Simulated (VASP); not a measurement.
# Li (Fd-3m) in VASP: a series of runs

The runs below take Li through single point, with r2SCAN.

Everything below comes from runs of VASP 6.6.1. Logs are shortened: lines on timing, memory, paths and dates and some standing lists are left out, and cuts for length are marked.

### Step 1. The cell of the first run

Symmetry: Fd-3m, No. 227, cubic system. The conventional cell has a = 5.710 Å, b = 5.710 Å, c = 5.710 Å, α = 90.00°, β = 90.00°, γ = 90.00°. Within 3.3 Å of Li (site symmetry -43m) lie 4 Li at 2.47 Å.

### Step 2. Single point, r2SCAN

Contents of POSCAR:

```
Li
1.0
    0.0000000000      2.8548294421      2.8548294421
    2.8548294421      0.0000000000      2.8548294421
    2.8548294421      2.8548294421      0.0000000000
Li
2
Direct
    0.5000000000      0.5000000000      0.5000000000
    0.7500000000      0.7500000000      0.7500000000
```

Contents of INCAR.step1:

```
SYSTEM = Li
ALGO     = Normal         ! electronic algorithm
EDIFF    = 1E-4           ! SCF threshold, eV
ENCUT    = 520            ! plane-wave cutoff, eV
GGA      = PE             ! functional
ISMEAR   = 0              ! smearing method
LASPH    = .TRUE.         ! aspherical terms in the spheres
LCHARG   = .FALSE.        ! write CHGCAR
LREAL    = .FALSE.        ! projectors in reciprocal space
LWAVE    = .TRUE.         ! write WAVECAR
NBANDS   = 10             ! bands
NELM     = 80             ! most SCF steps
PREC     = Accurate       ! precision mode
SIGMA    = 0.1            ! smearing width, eV
```

Contents of INCAR.step2:

```
SYSTEM = Li
ALGO     = Normal         ! electronic algorithm
EDIFF    = 1E-6           ! SCF threshold, eV
ENCUT    = 520            ! plane-wave cutoff, eV
ISIF     = 2              ! what is computed and relaxed
ISMEAR   = 0              ! smearing method
ISTART   = 1            
LASPH    = .TRUE.         ! aspherical terms in the spheres
LCHARG   = .TRUE.         ! write CHGCAR
LELF     = .TRUE.         ! ELF
LMIXTAU  = .TRUE.       
LREAL    = .FALSE.        ! projectors in reciprocal space
LVHAR    = .TRUE.       
LWAVE    = .FALSE.        ! write WAVECAR
METAGGA  = R2SCAN         ! meta-GGA
NBANDS   = 10             ! bands
NELM     = 80             ! most SCF steps
PREC     = Accurate       ! precision mode
SIGMA    = 0.1            ! smearing width, eV
```

Contents of KPOINTS:

```
k-points
0
G
  6 6 6
  0 0 0
```

Potentials or basis: VASP PAW PBE potentials, release 64 (Li_sv).

On the command line:

```bash
cat potpaw_PBE.64/Li_sv/POTCAR > POTCAR
cp INCAR.step1 INCAR
mpirun -np 1 vasp_std > vasp.out
cp INCAR.step2 INCAR
mpirun -np 1 vasp_std > vasp.out
```

OUTCAR:

```text
SYSTEM = Li
   EDIFF = 1E-6
   ENCUT = 520
   ISIF = 2
   ISMEAR = 0
   ISTART = 1
   LASPH = .TRUE.
   LREAL = .FALSE.
   METAGGA = R2SCAN
   NELM = 80
   PREC = Accurate

 ion  position               nearest neighbor table
   1  0.500  0.500  0.500-   2 2.47   2 2.47   2 2.47   2 2.47
   2  0.750  0.750  0.750-   1 2.47   1 2.47   1 2.47   1 2.47

  LATTYP: Found a face centered cubic cell.
 ALAT       =     5.7096588842

  Lattice vectors:

 A1 = (   0.0000000000,   2.8548294421,   2.8548294421)
 A2 = (   2.8548294421,   0.0000000000,   2.8548294421)
 A3 = (   2.8548294421,   2.8548294421,   0.0000000000)

Analysis of symmetry for initial positions (statically):
=====================================================================
 Subroutine PRICEL returns:
 Original cell was already a primitive cell.

 Routine SETGRP: Setting up the symmetry group for a
 face centered cubic supercell.

 Subroutine GETGRP returns: Found 48 space group operations
 (whereof 24 operations were pure point group operations)
 out of a pool of 48 trial point group operations.

The static configuration has the point symmetry T_d .
 The point group associated with its full space group is O_h .

Analysis of symmetry for dynamics (positions and initial velocities):
=====================================================================
 Subroutine PRICEL returns:
 Original cell was already a primitive cell.

 Routine SETGRP: Setting up the symmetry group for a
 face centered cubic supercell.

 Subroutine GETGRP returns: Found 48 space group operations
 (whereof 24 operations were pure point group operations)
 out of a pool of 48 trial point group operations.

The dynamic configuration has the point symmetry T_d .
 The point group associated with its full space group is O_h .

 Subroutine INISYM returns: Found 48 space group operations
 (whereof 24 operations are pure point group operations),
 and found     1 'primitive' translations

----------------------------------------------------------------------------------------

                                     Primitive cell

  volume of cell :      46.5340

  direct lattice vectors                    reciprocal lattice vectors
     0.000000000  2.854829442  2.854829442    -0.175141811  0.175141811  0.175141811
     2.854829442  0.000000000  2.854829442     0.175141811 -0.175141811  0.175141811
     2.854829442  2.854829442  0.000000000     0.175141811  0.175141811 -0.175141811

  length of vectors
     4.037338515  4.037338515  4.037338515     0.303354516  0.303354516  0.303354516

  position of ions in fractional coordinates (direct lattice)
     0.500000000  0.500000000  0.500000000
     0.750000000  0.750000000  0.750000000

  ion indices of the primitive-cell ions
   primitive index   ion index
                 1           1
                 2           2

----------------------------------------------------------------------------------------

 KPOINTS: k-points

Automatic generation of k-mesh.
 Grid dimensions read from file:
 generate k-points for:    6    6    6

 Generating k-lattice:

  Cartesian coordinates                     Fractional coordinates (reciprocal lattice)
    -0.029190302  0.029190302  0.029190302     0.166666667  0.000000000  0.000000000
     0.029190302 -0.029190302  0.029190302     0.000000000  0.166666667  0.000000000
     0.029190302  0.029190302 -0.029190302     0.000000000  0.000000000  0.166666667

  Length of vectors
     0.050559086  0.050559086  0.050559086

  Shift w.r.t. Gamma in fractional coordinates (k-lattice)
     0.000000000  0.000000000  0.000000000

 Subroutine IBZKPT returns following result:
 ===========================================

 Found     16 irreducible k-points:

 Following reciprocal coordinates:
            Coordinates               Weight
  0.000000  0.000000  0.000000      1.000000
  0.166667  0.000000  0.000000      8.000000
  0.333333  0.000000  0.000000      8.000000
  0.500000  0.000000  0.000000      4.000000
  0.166667  0.166667  0.000000      6.000000
  0.333333  0.166667  0.000000     24.000000
[... 8 lines left out ...]
 -0.333333  0.333333  0.166667     24.000000
 -0.333333  0.500000  0.166667     12.000000
   k-points           NKPTS =     16   k-points in BZ     NKDIM =     16   number of bands    NBANDS=     10
   number of dos      NEDOS =    301   number of ions     NIONS =      2
   total plane-waves  NPLWV =  27000
   dimension x,y,z NGX =    30 NGY =   30 NGZ =   30
   dimension x,y,z NGXF=    60 NGYF=   60 NGZF=   60
   ions per type =               2
   NGX,Y,Z   is equivalent  to a cutoff of  12.35, 12.35, 12.35 a.u.
   NGXF,Y,Z  is equivalent  to a cutoff of  24.71, 24.71, 24.71 a.u.
 SYSTEM =  Li
   PREC   = accura    normal or accurate (medium, high low for compatibility)
   ISTART =      1    job   : 0-new  1-cont  2-samecut
   ICHARG =      0    charge: 1-file 2-atom 10-const
   ISPIN  =      1    spin polarized calculation?
   LNONCOLLINEAR =      F non collinear calculations
   LSORBIT =      F    spin-orbit coupling
   LASPH  =      T    aspherical Exc in radial PAW
   ENCUT  =  520.0 eV  38.22 Ry    6.18 a.u.   7.51  7.51  7.51*2*pi/ulx,y,z
   NELM   =     80;   NELMIN=  2; NELMDL=  0     # of ELM steps
   EDIFF  = 0.1E-05   stopping-criterion for ELM
   LREAL  =      F    real-space projection
   EDIFFG = 0.1E-04   stopping-criterion for IOM
   NSW    =      0    number of steps for IOM
   IBRION =     -1    ionic relax: 0-MD 1-quasi-New 2-CG
   NFREE  =      0    steps in history (QN), initial steepest desc. (CG)
   ISIF   =      2    stress and relaxation
   ISYM   =      2    0-nonsym 1-usesym 2-fastsym
   POTIM  = 0.5000    time-step for ionic-motion
   TEBEG  =    0.0;   TEEND  =   0.0 temperature during run
   PSTRESS=    0.0 pullay stress
   NELECT =       6.0000    total number of electrons
   NUPDOWN=      -1.0000    fix difference up-down
   EMIN   =  10.00;   EMAX   =-10.00  energy-range for DOS
   EFERMI =   0.00;   METHOD = LEGACY
   ISMEAR =     0;   SIGMA  =   0.10  broadening in eV -4-tet -1-fermi 0-gaus
   EFERMI_NEDOS =   21; number of points for ismear=-14 and -15
   IALGO  =     38    algorithm
   IMIX   =      4    mixing-type and parameters
     AMIX     =   0.40;   BMIX     =  1.00
     AMIX_MAG =   1.60;   BMIX_MAG =  1.00
  volume/ion in A,a.u.               =      23.27       157.01
  Fermi-wavevector in a.u.,A,eV,Ry     =   0.827056  1.562910  9.306686  0.684022
  Thomas-Fermi vector in A             =   1.939195
   LORBIT       =      0    0 simple, 1 ext, 2 COOP (PROOUT), +10 PAW based schemes
   METAGGA = R2SCAN    functional components
   LHFCALC =     F    Hartree Fock is set to
   AEXX    =    0.0000 exact exchange contribution
   IVDW    =     0    specifies the selected vdW correction
   LEPSILON=     F    determine dielectric tensor
   LRPA    =     F    only Hartree local field effects (RPA)
 non-spin polarized calculation
 Gauss-broadening in eV      SIGMA  =   0.10
  energy-cutoff  :      520.00
  volume of cell :       46.53
 maximum number of plane-waves:      1272
   NGX = 15   NGY = 15   NGZ = 15

 number of electron       5.9999983 magnetization

 Free energy of the ion-electron system (eV)
  ---------------------------------------------------
  ext. energy  EPLUGINS =         0.00000000
  ---------------------------------------------------
  free energy    TOTEN  =        -3.69403001 eV

  energy without entropy =       -3.68876579  energy(sigma->0) =       -3.69139790

 E-fermi :   0.7584     XC(G=0):  -7.0851

 val. band max:        0.6144101647   @ k =   0.5000   0.5000   0.0000
 cond. band min:       0.8187183252   @ k =   0.5000   0.1667   0.0000
 fundamental gap:      0.2043081604
 Fermi energy:         0.7583585539

 k-point     1 :       0.0000    0.0000    0.0000
  band No.  band energies     occupation
      1     -48.8805      2.00000
      2     -48.7775      2.00000
      3      -3.3413      2.00000
      4       7.1221      0.00000
      5       7.1221      0.00000
      6       7.1233      0.00000
      7       8.1976      0.00000
      8       8.1976      0.00000
      9       8.1984      0.00000
     10      13.5171      0.00000

 k-point     2 :       0.1667    0.0000    0.0000
  band No.  band energies     occupation
      1     -48.8753      2.00000
      2     -48.7825      2.00000
      3      -3.0229      2.00000
      4       4.6751      0.00000
      5       6.3253      0.00000
      6       6.3262      0.00000
      7       9.1747      0.00000
      8       9.1756      0.00000
      9      10.1177      0.00000
     10      11.8846      0.00000

 k-point     3 :       0.3333    0.0000    0.0000
  band No.  band energies     occupation
      1     -48.8628      2.00000
      2     -48.7947      2.00000
      3      -2.0886      2.00000
      4       1.9876      0.00000
      5       5.7004      0.00000
      6       5.7013      0.00000
      7       8.8764      0.00000
      8       8.8769      0.00000
      9      10.8236      0.00000
     10      11.4264      0.00000

 k-point     4 :       0.5000    0.0000    0.0000
  band No.  band energies     occupation
      1     -48.8542      2.00000
      2     -48.8028      2.00000
      3      -0.9994      2.00000
      4       0.2879      2.00000
      5       5.5205      0.00000
      6       5.5214      0.00000
      7       8.4241      0.00000
      8       8.4245      0.00000
      9      10.4974      0.00000
     10      11.8357      0.00000

 k-point     5 :       0.1667    0.1667    0.0000
  band No.  band energies     occupation
      1     -48.8735      2.00000
      2     -48.7844      2.00000
      3      -2.9133      2.00000
      4       5.1479      0.00000
      5       5.1484      0.00000
      6       6.4132      0.00000
      7       7.9192      0.00000
      8       9.2156      0.00000
      9      10.7808      0.00000
     10      10.7817      0.00000

 k-point     6 :       0.3333    0.1667    0.0000
  band No.  band energies     occupation
      1     -48.8627      2.00000
      2     -48.7947      2.00000
      3      -2.1697      2.00000
      4       3.0113      0.00000
      5       4.4927      0.00000
      6       5.3913      0.00000
      7       7.7747      0.00000
      8       9.3317      0.00000
      9      11.1613      0.00000
     10      12.2861      0.00000
[... 79 lines left out ...]
 k-point    13 :       0.5000    0.5000    0.0000
  band No.  band energies     occupation
      1     -48.8284      2.00000
      2     -48.8284      2.00000
      3       0.6144      1.95823
      4       0.6144      1.95822
      5       3.1243      0.00000
      6       3.1248      0.00000
      7       7.0209      0.00000
      8       7.0215      0.00000
      9      16.1912      0.00000
     10      16.1926      0.00000

 k-point    14 :       0.5000    0.3333    0.1667
  band No.  band energies     occupation
      1     -48.8508      2.00000
      2     -48.8063      2.00000
      3      -1.2158      2.00000
      4       2.6146      0.00000
      5       2.7117      0.00000
      6       3.9831      0.00000
      7       8.5092      0.00000
      8       9.1357      0.00000
      9      11.5148      0.00000
     10      13.6729      0.00000

 k-point    15 :      -0.3333    0.3333    0.1667
  band No.  band energies     occupation
      1     -48.8413      2.00000
      2     -48.8156      2.00000
      3      -0.0232      2.00000
      4       0.9425      0.00920
      5       2.8998      0.00000
      6       3.0954      0.00000
      7       8.4572      0.00000
      8      10.1603      0.00000
      9      12.1668      0.00000
     10      13.1288      0.00000

 k-point    16 :      -0.3333    0.5000    0.1667
  band No.  band energies     occupation
      1     -48.8284      2.00000
      2     -48.8284      2.00000
      3       0.9172      0.02467
      4       0.9174      0.02452
      5       2.2990      0.00000
      6       2.2991      0.00000
      7       8.6213      0.00000
      8       8.6216      0.00000
      9      13.4639      0.00000
     10      13.4644      0.00000

------------------------ aborting loop because EDIFF is reached ----------------------------------------

  FORCE on cell =-STRESS in cart. coord.  units (eV):
  Direction    XX          YY          ZZ          XY          YZ          ZX
  --------------------------------------------------------------------------------------
  -------------------------------------------------------------------------------------
  Total        0.2360895      0.2360895      0.2360895      0.0000000     -0.0000000     -0.0000000
  in kB        8.1286172      8.1286172      8.1286172      0.0000000     -0.0000000     -0.0000000
  external PRESSURE =       8.1286172 kB  Pullay stress =       0.0000000 kB

 VOLUME and BASIS-vectors are now :
 -----------------------------------------------------------------------------
  energy-cutoff  :      520.00
  volume of cell :       46.53
      direct lattice vectors                 reciprocal lattice vectors
     0.000000000  2.854829442  2.854829442    -0.175141811  0.175141811  0.175141811
     2.854829442  0.000000000  2.854829442     0.175141811 -0.175141811  0.175141811
     2.854829442  2.854829442  0.000000000     0.175141811  0.175141811 -0.175141811

 POSITION                                       TOTAL-FORCE (eV/Angst)
 -----------------------------------------------------------------------------------
      2.85483      2.85483      2.85483         0.000000     -0.000000      0.000000
      4.28224      4.28224      4.28224        -0.000000      0.000000      0.000000
 -----------------------------------------------------------------------------------
    total drift:                                0.000000     -0.000000      0.000000

  FREE ENERGIE OF THE ION-ELECTRON SYSTEM (eV)
  ---------------------------------------------------
  free  energy   TOTEN  =        -3.6940300118 eV

  energy  without entropy=       -3.6887657923  energy(sigma->0) =       -3.69139790
```

Wall time 33 s (1 thread of AMD EPYC 9R45 (Zen 5), shared host); peak memory 0.13 GiB.

What came out:

```yaml
Free_energy: -3.6940 eV
Band_gap_on_the_k_mesh: zero (band 3 reaches 0.92 eV, above the bottom of band 4 at 0.29 eV)
```

Levels at points of the mesh, in eV from the Fermi level:
| k point | band 1 | band 2 | band 3 | band 4 | band 5 | band 6 |
| --- | --- | --- | --- | --- | --- | --- |
| (0.00, 0.00, 0.00) | -49.64 | -49.54 | -4.10 | 6.36 | 6.36 | 6.36 |
| (0.50, 0.00, 0.00) | -49.61 | -49.56 | -1.76 | -0.47 | 4.76 | 4.76 |
| (0.50, 0.50, 0.00) | -49.59 | -49.59 | -0.14 | -0.14 | 2.37 | 2.37 |

Caveat: the cutoff is under 1.25 times the usual one of these potentials, so pressure, stress and relaxed cells hold a basis-set (Pulay) error; the PAW data sets were made with another functional, which shifts forces and pressure a little.

### Step 3. Single point, r2SCAN

This run uses another cell than the first one, of 25.99 Å³/atom, 1.117 times its volume.

Contents of POSCAR:

```
Li
1.0
    0.0000000000      2.9620024004      2.9620024004
    2.9620024004      0.0000000000      2.9620024004
    2.9620024004      2.9620024004      0.0000000000
Li
2
Direct
    0.5000000000      0.5000000000      0.5000000000
    0.7500000000      0.7500000000      0.7500000000
```

Contents of INCAR.step1:

```
SYSTEM = Li
PREC = Accurate
ENCUT = 520
ISMEAR = 0
SIGMA = 0.1
LREAL = .FALSE.
LASPH = .TRUE.
NELM = 80
NBANDS = 10
GGA = PE
ALGO = Normal
EDIFF = 1E-4
LWAVE = .TRUE.
LCHARG = .FALSE.
```

Contents of INCAR.step2:

```
SYSTEM = Li
PREC = Accurate
ENCUT = 520
EDIFF = 1E-6
ISMEAR = 0
SIGMA = 0.1
LREAL = .FALSE.
LASPH = .TRUE.
NELM = 80
ALGO = Normal
ISIF = 2
LWAVE = .FALSE.
LCHARG = .TRUE.
METAGGA = R2SCAN
LMIXTAU = .TRUE.
LELF = .TRUE.
LVHAR = .TRUE.
NBANDS = 10
ISTART = 1
```

Contents of KPOINTS:

```
Automatic mesh
0
G
  16 16 16
  0 0 0
```

Potentials or basis: VASP PAW PBE potentials, release 64 (Li_sv).

On the command line:

```bash
cat potpaw_PBE.64/Li_sv/POTCAR > POTCAR
cp INCAR.step1 INCAR
mpirun -np 1 vasp_std > vasp.out
cp INCAR.step2 INCAR
mpirun -np 1 vasp_std > vasp.out
```

It took 3.5 min on 1 thread of AMD EPYC 9R45 (Zen 5), shared host; peak memory 0.18 GiB.

Results (log left out):

```yaml
Free_energy: -3.7137 eV
Band_gap_on_the_k_mesh: zero (band 3 reaches 0.84 eV, above the bottom of band 4 at -0.06 eV)
```

Levels at points of the mesh, in eV from the Fermi level:
```csv
k point,band 1,band 2,band 3,band 4,band 5,band 6
"(0.00, 0.00, 0.00)",-49.57,-49.49,-3.65,6.14,6.14,6.14
"(0.50, 0.00, 0.00)",-49.55,-49.51,-1.38,-0.31,4.66,4.66
"(0.50, 0.50, 0.00)",-49.53,-49.53,0.08,0.08,2.45,2.45
```

Caveat: the cutoff is under 1.25 times the usual one of these potentials, so pressure, stress and relaxed cells hold a basis-set (Pulay) error; the PAW data sets were made with another functional, which shifts forces and pressure a little.
